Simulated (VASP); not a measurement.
A run of VASP 6.6.1 is set up as follows.

The input INCAR:

```
SYSTEM = MgI2
  PREC = Accurate
  ENCUT = 520
  EDIFF = 1E-6
  ISMEAR = 0
  SIGMA = 0.01
  LREAL = .False.
  LASPH = .True.
  NELM = 100
  ALGO = Normal
  ISIF = 2
  LWAVE = .False.
  LCHARG = .False.
  GGA = CA
  NBANDS = 15
```

KPOINTS

```
regular mesh
0
Gamma
  6 6 6
  0 0 0
```

File POSCAR:

```
MgI2
1.0
    2.0786779653      1.2001252828      6.8923459395
   -2.0786779653      1.2001252828      6.8923459395
    0.0000000000     -2.4002505656      6.8923459395
Mg I
1 2
Direct
    0.0000000000      0.0000000000      0.0000000000
    0.2526882635      0.2526882635      0.2526882635
    0.7473117365      0.7473117365      0.7473117365
```

Potentials or basis: VASP PAW LDA potentials, release 64 (Mg, I).

Launch:

```bash
$ cat potpaw_LDA.64/Mg/POTCAR potpaw_LDA.64/I/POTCAR > POTCAR
$ mpirun -np 1 vasp_std > vasp.out
```

(1) What does it give for the pressure?

(2) Estimate the band gap on the k mesh.

(3) Predict the largest force.

Answers

(1) -1.6 GPa.

(2) 3.07 eV, indirect (least direct gap 3.44 eV).

(3) 0.167 eV/Å.

Caveat: spin-orbit coupling is left out, which moves the levels of the heavy elements.
